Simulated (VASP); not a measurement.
WS2: single point with PBE+D3(BJ)

WS2:

```
W S
1.0
     1.57877    0.91150    6.04157
    -1.57877    0.91150    6.04157
     0.00000   -1.82300    6.04157
W S
1 2
Direct
  0.99998 0.99998 0.99998
  0.42011 0.42011 0.42011
  0.24658 0.24658 0.24658
```

* Program: VASP 6.6.1
* Task: single point
* Functional: PBE
* Dispersion: D3(BJ)
* Potentials or basis: VASP PAW PBE potentials, release 64 (W_sv, S)
* Cutoff: 520 eV
* k mesh: 8 × 8 × 8
* Occupations: fermi-dirac, width 0.02 eV
* Spin: no spin polarisation
* Dipole correction: no
* Further INCAR settings: ALGO = Normal; EDIFF = 1e-06; NBANDS = 20

* Pressure: 0.0 GPa
* Largest force: 0.003 eV/Å
* Band gap on the k mesh: 1.08 eV, indirect (least direct gap 2.22 eV)
* Dispersion energy per atom: -0.437 eV

Forces on the atoms (eV/Å):
```
W    0.000  0.000  0.000
S    0.000  0.000  0.003
S    0.000  0.000 -0.003
```

Levels at points of the mesh, in eV from the valence-band top:
| k point | band 9 | band 10 | band 11 | band 12 | band 13 | band 14 | band 15 | band 16 | band 17 | band 18 |
| --- | --- | --- | --- | --- | --- | --- | --- | --- | --- | --- |
| (0.00, 0.00, 0.00) | -3.54 | -2.33 | -2.33 | -1.43 | -1.33 | 2.13 | 2.13 | 2.44 | 2.44 | 4.69 |
| (0.50, 0.00, 0.00) | -5.39 | -4.20 | -2.63 | -1.84 | -1.79 | 2.27 | 2.52 | 3.60 | 3.71 | 4.44 |
| (0.50, 0.50, 0.00) | -5.04 | -4.09 | -3.32 | -2.11 | -1.62 | 2.22 | 2.69 | 3.14 | 4.33 | 4.97 |
| (0.50, 0.50, 0.50) | -3.56 | -3.56 | -2.28 | -2.28 | 0.00 | 2.22 | 2.22 | 2.30 | 2.30 | 4.91 |

It took 2.3 min on 1 thread of Intel(R) Xeon(R) 6975P-C (Granite Rapids) (shared host), peak memory 0.34 GiB.

Caveat: spin-orbit coupling is left out, which moves the levels of the heavy elements. A k mesh can miss the band edges.
